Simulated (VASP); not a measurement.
# Ni (Fd-3m) in VASP: a series of runs

Runs on Ni. Level: r2SCAN. Tasks: single point.

All numbers are computed with VASP 6.6.1; they aren't measurements. Logs are shortened: lines on timing, memory, paths and dates and some standing lists are left out, and cuts for length are marked.

### Step 1. The cell of the first run

Symmetry: Fd-3m, No. 227, cubic system. Conventional cell: a = 4.805 Å, b = 4.805 Å, c = 4.805 Å, α = 90.00°, β = 90.00°, γ = 90.00°. Ni (site symmetry -43m) has 4 Ni at 2.08 Å within 2.8 Å.

### Step 2. Single point, r2SCAN (volume scaled by 0.88)

File POSCAR:

```
Ni
1.0
    0.0000000000      2.4026114833      2.4026114833
    2.4026114833      0.0000000000      2.4026114833
    2.4026114833      2.4026114833      0.0000000000
Ni
2
Direct
    0.1250000000      0.1250000000      0.1250000000
    0.8750000000      0.8750000000      0.8750000000
```

File INCAR.step1:

```
PREC = Accurate
ENCUT = 520
ISMEAR = -1
SIGMA = 0.1
LREAL = False
LASPH = True
NELM = 80
NBANDS = 17
GGA = PE
ALGO = Normal
EDIFF = 1E-4
LWAVE = True
LCHARG = False
```

File INCAR.step2:

```
PREC = Accurate
ENCUT = 520
EDIFF = 1E-7
ISMEAR = -1
SIGMA = 0.1
LREAL = False
LASPH = True
NELM = 80
ALGO = Normal
ISIF = 2
LWAVE = False
LCHARG = True
METAGGA = R2SCAN
LMIXTAU = True
LELF = True
LVHAR = True
NBANDS = 17
ISTART = 1
```

File KPOINTS:

```
regular mesh
0
Gamma
  12 12 12
```

Potentials or basis: VASP PAW PBE potentials, release 64 (Ni).

Run with:

```console
$ cat potpaw_PBE.64/Ni/POTCAR > POTCAR
$ cp INCAR.step1 INCAR
$ mpirun -np 1 vasp_std > vasp.out
$ cp INCAR.step2 INCAR
$ mpirun -np 1 vasp_std > vasp.out
```

OUTCAR:

```text
PREC = Accurate
   ENCUT = 520
   EDIFF = 1E-7
   ISMEAR = -1
   LREAL = False
   LASPH = True
   NELM = 80
   ISIF = 2
   METAGGA = R2SCAN
   ISTART = 1

 ion  position               nearest neighbor table
   1  0.125  0.125  0.125-   2 2.08   2 2.08   2 2.08   2 2.08
   2  0.875  0.875  0.875-   1 2.08   1 2.08   1 2.08   1 2.08

  LATTYP: Found a face centered cubic cell.
 ALAT       =     4.8052229666

  Lattice vectors:

 A1 = (   0.0000000000,   2.4026114833,   2.4026114833)
 A2 = (   2.4026114833,   0.0000000000,   2.4026114833)
 A3 = (   2.4026114833,   2.4026114833,   0.0000000000)

Analysis of symmetry for initial positions (statically):
=====================================================================
 Subroutine PRICEL returns:
 Original cell was already a primitive cell.

 Routine SETGRP: Setting up the symmetry group for a
 face centered cubic supercell.

 Subroutine GETGRP returns: Found 48 space group operations
 (whereof 12 operations were pure point group operations)
 out of a pool of 48 trial point group operations.

The static configuration has the point symmetry D_3d.
 The point group associated with its full space group is O_h .

Analysis of symmetry for dynamics (positions and initial velocities):
=====================================================================
 Subroutine PRICEL returns:
 Original cell was already a primitive cell.

 Routine SETGRP: Setting up the symmetry group for a
 face centered cubic supercell.

 Subroutine GETGRP returns: Found 48 space group operations
 (whereof 12 operations were pure point group operations)
 out of a pool of 48 trial point group operations.

The dynamic configuration has the point symmetry D_3d.
 The point group associated with its full space group is O_h .

 Subroutine INISYM returns: Found 48 space group operations
 (whereof 12 operations are pure point group operations),
 and found     1 'primitive' translations

----------------------------------------------------------------------------------------

                                     Primitive cell

  volume of cell :      27.7384

  direct lattice vectors                    reciprocal lattice vectors
     0.000000000  2.402611483  2.402611483    -0.208106888  0.208106888  0.208106888
     2.402611483  0.000000000  2.402611483     0.208106888 -0.208106888  0.208106888
     2.402611483  2.402611483  0.000000000     0.208106888  0.208106888 -0.208106888

  length of vectors
     3.397805745  3.397805745  3.397805745     0.360451704  0.360451704  0.360451704

  position of ions in fractional coordinates (direct lattice)
     0.125000000  0.125000000  0.125000000
     0.875000000  0.875000000  0.875000000

  ion indices of the primitive-cell ions
   primitive index   ion index
                 1           1
                 2           2

----------------------------------------------------------------------------------------

 KPOINTS: regular mesh

Automatic generation of k-mesh.
 Grid dimensions read from file:
 generate k-points for:   12   12   12

 Generating k-lattice:

  Cartesian coordinates                     Fractional coordinates (reciprocal lattice)
    -0.017342241  0.017342241  0.017342241     0.083333333  0.000000000  0.000000000
     0.017342241 -0.017342241  0.017342241     0.000000000  0.083333333  0.000000000
     0.017342241  0.017342241 -0.017342241     0.000000000  0.000000000  0.083333333

  Length of vectors
     0.030037642  0.030037642  0.030037642

  Shift w.r.t. Gamma in fractional coordinates (k-lattice)
     0.000000000  0.000000000  0.000000000

 Subroutine IBZKPT returns following result:
 ===========================================

 Found     72 irreducible k-points:

 Following reciprocal coordinates:
            Coordinates               Weight
  0.000000  0.000000  0.000000      1.000000
  0.083333  0.000000  0.000000      8.000000
  0.166667  0.000000  0.000000      8.000000
  0.250000  0.000000  0.000000      8.000000
  0.333333  0.000000  0.000000      8.000000
  0.416667  0.000000  0.000000      8.000000
[... 16 lines left out ...]
  0.500000  0.166667  0.000000     24.000000
 -0.416667  0.166667  0.000000     24.000000
 [... further k-points ...]
   k-points           NKPTS =     72   k-points in BZ     NKDIM =     72   number of bands    NBANDS=     17
   number of dos      NEDOS =    301   number of ions     NIONS =      2
   total plane-waves  NPLWV =  21952
   dimension x,y,z NGX =    28 NGY =   28 NGZ =   28
   dimension x,y,z NGXF=    56 NGYF=   56 NGZF=   56
   ions per type =               2
   NGX,Y,Z   is equivalent  to a cutoff of  13.70, 13.70, 13.70 a.u.
   NGXF,Y,Z  is equivalent  to a cutoff of  27.40, 27.40, 27.40 a.u.
 SYSTEM =  unknown system
   PREC   = accura    normal or accurate (medium, high low for compatibility)
   ISTART =      1    job   : 0-new  1-cont  2-samecut
   ICHARG =      0    charge: 1-file 2-atom 10-const
   ISPIN  =      1    spin polarized calculation?
   LNONCOLLINEAR =      F non collinear calculations
   LSORBIT =      F    spin-orbit coupling
   LASPH  =      T    aspherical Exc in radial PAW
   ENCUT  =  520.0 eV  38.22 Ry    6.18 a.u.   6.32  6.32  6.32*2*pi/ulx,y,z
   NELM   =     80;   NELMIN=  2; NELMDL=  0     # of ELM steps
   EDIFF  = 0.1E-06   stopping-criterion for ELM
   LREAL  =      F    real-space projection
   EDIFFG = 0.1E-05   stopping-criterion for IOM
   NSW    =      0    number of steps for IOM
   IBRION =     -1    ionic relax: 0-MD 1-quasi-New 2-CG
   NFREE  =      0    steps in history (QN), initial steepest desc. (CG)
   ISIF   =      2    stress and relaxation
   ISYM   =      2    0-nonsym 1-usesym 2-fastsym
   POTIM  = 0.5000    time-step for ionic-motion
   TEBEG  =    0.0;   TEEND  =   0.0 temperature during run
   PSTRESS=    0.0 pullay stress
   NELECT =      20.0000    total number of electrons
   NUPDOWN=      -1.0000    fix difference up-down
   EMIN   =  10.00;   EMAX   =-10.00  energy-range for DOS
   EFERMI =   0.00;   METHOD = LEGACY
   ISMEAR =    -1;   SIGMA  =   0.10  broadening in eV -4-tet -1-fermi 0-gaus
   EFERMI_NEDOS =   21; number of points for ismear=-14 and -15
   IALGO  =     38    algorithm
   IMIX   =      4    mixing-type and parameters
     AMIX     =   0.40;   BMIX     =  1.00
     AMIX_MAG =   1.60;   BMIX_MAG =  1.00
  volume/ion in A,a.u.               =      13.87        93.59
  Fermi-wavevector in a.u.,A,eV,Ry     =   1.467995  2.774109 29.320687  2.155010
  Thomas-Fermi vector in A             =   2.583546
   LORBIT       =      0    0 simple, 1 ext, 2 COOP (PROOUT), +10 PAW based schemes
   METAGGA = R2SCAN    functional components
   LHFCALC =     F    Hartree Fock is set to
   AEXX    =    0.0000 exact exchange contribution
   IVDW    =     0    specifies the selected vdW correction
   LEPSILON=     F    determine dielectric tensor
   LRPA    =     F    only Hartree local field effects (RPA)
 non-spin polarized calculation
  energy-cutoff  :      520.00
  volume of cell :       27.74
 maximum number of plane-waves:       760
 NGX is ok and might be reduce to    28
   NGX = 13   NGY = 13   NGZ = 13

 number of electron      19.9999983 magnetization

 Free energy of the ion-electron system (eV)
  ---------------------------------------------------
  ext. energy  EPLUGINS =         0.00000000
  ---------------------------------------------------
  free energy    TOTEN  =       -20.97570451 eV

  energy without entropy =      -20.78748722  energy(sigma->0) =      -20.88159587

 E-fermi :   6.2806     XC(G=0): -12.3524

 val. band max:        6.2795402643   @ k =  -0.3333   0.1667   0.0000
 cond. band min:       6.2824168010   @ k =  -0.3333   0.4167   0.0833
 fundamental gap:      0.0028765368
 Fermi energy:         6.2805534557

 k-point     1 :       0.0000    0.0000    0.0000
  band No.  band energies     occupation
      1      -1.2725      2.00000
      2       2.8684      2.00000
      3       2.8684      2.00000
      4       2.9919      2.00000
      5       2.9919      2.00000
      6       2.9919      2.00000
[... 9 lines left out ...]
     16      20.6961      0.00000
     17      20.6961      0.00000

 k-point     2 :       0.0833    0.0000    0.0000
  band No.  band energies     occupation
      1      -1.1250      2.00000
      2       2.7734      2.00000
      3       2.7734      2.00000
      4       3.0004      2.00000
      5       3.1200      2.00000
      6       3.1200      2.00000
[... 9 lines left out ...]
     16      21.8113      0.00000
     17      21.8113      0.00000

 k-point     3 :       0.1667    0.0000    0.0000
  band No.  band energies     occupation
      1      -0.6916      2.00000
      2       2.6923      2.00000
      3       2.6923      2.00000
      4       3.0322      2.00000
      5       3.2778      2.00000
      6       3.2778      2.00000
[... 9 lines left out ...]
     16      22.8410      0.00000
     17      22.8411      0.00000

 k-point     4 :       0.2500    0.0000    0.0000
  band No.  band energies     occupation
      1      -0.0046      2.00000
      2       2.6782      2.00000
      3       2.6782      2.00000
      4       3.0984      2.00000
      5       3.3567      2.00000
      6       3.3567      2.00000
[... 9 lines left out ...]
     16      22.2739      0.00000
     17      22.2740      0.00000
[... 343 lines left out ...]
      1       1.5664      2.00000
      2       2.3692      2.00000
      3       3.0366      2.00000
      4       3.0790      2.00000
      5       3.3083      2.00000
      6       3.6116      2.00000
[... 9 lines left out ...]
     16      23.0747      0.00000
     17      24.1631      0.00000

 k-point    23 :       0.5000    0.1667    0.0000
  band No.  band energies     occupation
      1       2.2424      2.00000
      2       2.4044      2.00000
      3       2.9395      2.00000
      4       3.0065      2.00000
      5       3.3869      2.00000
      6       3.5309      2.00000
[... 9 lines left out ...]
     16      23.4026      0.00000
     17      24.1851      0.00000

 k-point    24 :      -0.4167    0.1667    0.0000
  band No.  band energies     occupation
      1       2.2592      2.00000
      2       2.6389      2.00000
      3       2.7827      2.00000
      4       2.9576      2.00000
      5       3.4109      2.00000
      6       3.5262      2.00000
[... 9 lines left out ...]
     16      22.8638      0.00000
     17      24.1686      0.00000

 [... further k-points ...]
[... 5 lines left out ...]
  --------------------------------------------------------------------------------------
  -------------------------------------------------------------------------------------
  Total        3.0828373      3.0828373      3.0828373     -0.0000000     -0.0000000     -0.0000000
  in kB      178.0658114    178.0658114    178.0658114     -0.0000000     -0.0000000     -0.0000000
  external PRESSURE =     178.0658114 kB  Pullay stress =       0.0000000 kB

 VOLUME and BASIS-vectors are now :
 -----------------------------------------------------------------------------
  energy-cutoff  :      520.00
  volume of cell :       27.74
      direct lattice vectors                 reciprocal lattice vectors
     0.000000000  2.402611483  2.402611483    -0.208106888  0.208106888  0.208106888
     2.402611483  0.000000000  2.402611483     0.208106888 -0.208106888  0.208106888
     2.402611483  2.402611483  0.000000000     0.208106888  0.208106888 -0.208106888

 POSITION                                       TOTAL-FORCE (eV/Angst)
 -----------------------------------------------------------------------------------
      0.60065      0.60065      0.60065        -0.000000      0.000000     -0.000000
      4.20457      4.20457      4.20457         0.000000     -0.000000      0.000000
 -----------------------------------------------------------------------------------
    total drift:                                0.000000      0.000000     -0.000000

  FREE ENERGIE OF THE ION-ELECTRON SYSTEM (eV)
  ---------------------------------------------------
  free  energy   TOTEN  =       -20.9757045141 eV

  energy  without entropy=      -20.7874872213  energy(sigma->0) =      -20.88159587
```

Run time: 2.1 min. Hardware: 1 thread of Intel Xeon Platinum 8488C (Sapphire Rapids), shared host; peak memory 0.17 GiB.

Results:

* Free energy: -20.9757 eV
* Pressure: 17.8 GPa
* Band gap on the k mesh: zero (band 10 reaches 6.39 eV, above the bottom of band 11 at 6.01 eV)

Levels at points of the mesh, in eV from the Fermi level:
| k point | band 6 | band 7 | band 8 | band 9 | band 10 | band 11 | band 12 | band 13 | band 14 | band 15 |
| --- | --- | --- | --- | --- | --- | --- | --- | --- | --- | --- |
| (0.00, 0.00, 0.00) | -3.29 | -1.38 | -1.38 | -1.38 | -0.10 | -0.10 | 14.09 | 14.09 | 14.09 | 14.42 |
| (0.50, 0.00, 0.00) | -3.26 | -1.75 | -0.97 | -0.97 | -0.27 | -0.27 | 1.23 | 10.30 | 10.30 | 13.82 |
| (0.50, 0.50, 0.00) | -2.41 | -1.70 | -1.70 | -0.10 | -0.10 | 1.71 | 1.71 | 5.17 | 5.17 | 11.12 |

Caveat: the PAW data sets were made with another functional, which shifts forces and pressure a little; the run has no spin polarisation, though such a crystal can be magnetic. Spin polarisation is off, so any magnetic state and its effect on volume and gap are missing.

### Step 3. Single point, r2SCAN (volume scaled by 0.92)

File POSCAR:

```
Ni
1.0
    0.0000000000      2.4384766438      2.4384766438
    2.4384766438      0.0000000000      2.4384766438
    2.4384766438      2.4384766438      0.0000000000
Ni
2
Direct
    0.1250000000      0.1250000000      0.1250000000
    0.8750000000      0.8750000000      0.8750000000
```

File INCAR.step1:

```
SYSTEM = Ni
PREC = Accurate
ENCUT = 520
ISMEAR = -1
SIGMA = 0.1
LREAL = .FALSE.
LASPH = .TRUE.
NELM = 60
NBANDS = 17
GGA = PE
ALGO = Normal
EDIFF = 1E-4
LWAVE = .TRUE.
LCHARG = .FALSE.
```

File INCAR.step2:

```
SYSTEM = Ni
PREC = Accurate
ENCUT = 520
EDIFF = 1E-6
ISMEAR = -1
SIGMA = 0.1
LREAL = .FALSE.
LASPH = .TRUE.
NELM = 60
ALGO = Normal
ISIF = 2
LWAVE = .FALSE.
LCHARG = .FALSE.
METAGGA = R2SCAN
LMIXTAU = .TRUE.
NBANDS = 17
ISTART = 1
```

File KPOINTS:

```
regular mesh
0
G
  12 12 12
  0 0 0
```

Potentials or basis: VASP PAW PBE potentials, release 64 (Ni).

Run with:

```console
$ cat potpaw_PBE.64/Ni/POTCAR > POTCAR
$ cp INCAR.step1 INCAR
$ mpirun -np 1 vasp_std > vasp.out
$ cp INCAR.step2 INCAR
$ mpirun -np 1 vasp_std > vasp.out
```

Wall time 1.8 min (1 thread of Intel Xeon Platinum 8488C (Sapphire Rapids), shared host); peak memory 0.17 GiB.

It converged, with:

```yaml
Free_energy: -21.0858 eV
Pressure: 10.6 GPa
Band_gap_on_the_k_mesh: zero (band 10 reaches 5.87 eV, above the bottom of band 11 at 5.51 eV)
```

Levels at points of the mesh, in eV from the Fermi level:
```csv
k point,band 6,band 7,band 8,band 9,band 10,band 11,band 12,band 13,band 14,band 15
"(0.00, 0.00, 0.00)",-3.11,-1.30,-1.30,-1.30,-0.11,-0.11,13.63,13.63,13.63,14.02
"(0.50, 0.00, 0.00)",-3.06,-1.63,-0.92,-0.92,-0.26,-0.26,1.16,9.96,9.96,13.61
"(0.50, 0.50, 0.00)",-2.32,-1.60,-1.60,-0.09,-0.09,1.65,1.65,5.08,5.08,10.81
```

Caveat: the PAW data sets were made with another functional, which shifts forces and pressure a little; the run has no spin polarisation, though such a crystal can be magnetic. Spin polarisation is off, so any magnetic state and its effect on volume and gap are missing.

### Step 4. Single point, r2SCAN (volume scaled by 0.96)

File POSCAR:

```
Ni
1.0
    0.0000000000      2.4733167315      2.4733167315
    2.4733167315      0.0000000000      2.4733167315
    2.4733167315      2.4733167315      0.0000000000
Ni
2
Direct
    0.1250000000      0.1250000000      0.1250000000
    0.8750000000      0.8750000000      0.8750000000
```

File INCAR.step1:

```
SYSTEM = Ni
PREC = Accurate ; ENCUT = 520
ISMEAR = -1 ; SIGMA = 0.1
LREAL = .False. ; LASPH = .True.
NELM = 80 ; NBANDS = 17
GGA = PE ; ALGO = Normal
EDIFF = 1E-4 ; LWAVE = .True.
LCHARG = .False.
```

File INCAR.step2:

```
SYSTEM = Ni
PREC = Accurate ; ENCUT = 520
EDIFF = 1E-6 ; ISMEAR = -1
SIGMA = 0.1 ; LREAL = .False.
LASPH = .True. ; NELM = 80
ALGO = Normal ; ISIF = 2
LWAVE = .False. ; LCHARG = .True.
METAGGA = R2SCAN ; LMIXTAU = .True.
LELF = .True. ; LVHAR = .True.
NBANDS = 17 ; ISTART = 1
```

File KPOINTS:

```
regular mesh
0
Gamma
  12 12 12
  0 0 0
```

Run with:

```console
$ cat potpaw_PBE.64/Ni/POTCAR > POTCAR
$ cp INCAR.step1 INCAR
$ mpirun -np 1 vasp_std > vasp.out
$ cp INCAR.step2 INCAR
$ mpirun -np 1 vasp_std > vasp.out
```

Run time: 1.7 min. Hardware: 1 thread of Intel Xeon Platinum 8488C (Sapphire Rapids), shared host; peak memory 0.18 GiB.

Results (log left out):

- Free energy: -21.1443 eV
- Pressure: 4.8 GPa
- Band gap on the k mesh: zero (band 10 reaches 5.39 eV, above the bottom of band 11 at 5.05 eV)

Levels at points of the mesh, in eV from the Fermi level:
```csv
k point,band 8,band 9,band 10,band 11,band 12,band 13
"(0.00, 0.00, 0.00)",-1.22,-1.22,-0.11,-0.11,13.20,13.20
"(0.50, 0.00, 0.00)",-0.87,-0.87,-0.25,-0.25,1.09,9.66
"(0.50, 0.50, 0.00)",-1.51,-0.09,-0.09,1.59,1.59,4.99
```

Caveat: the PAW data sets were made with another functional, which shifts forces and pressure a little; the run has no spin polarisation, though such a crystal can be magnetic. Spin polarisation is off, so any magnetic state and its effect on volume and gap are missing.

(Part 1 of 2 ends here.)
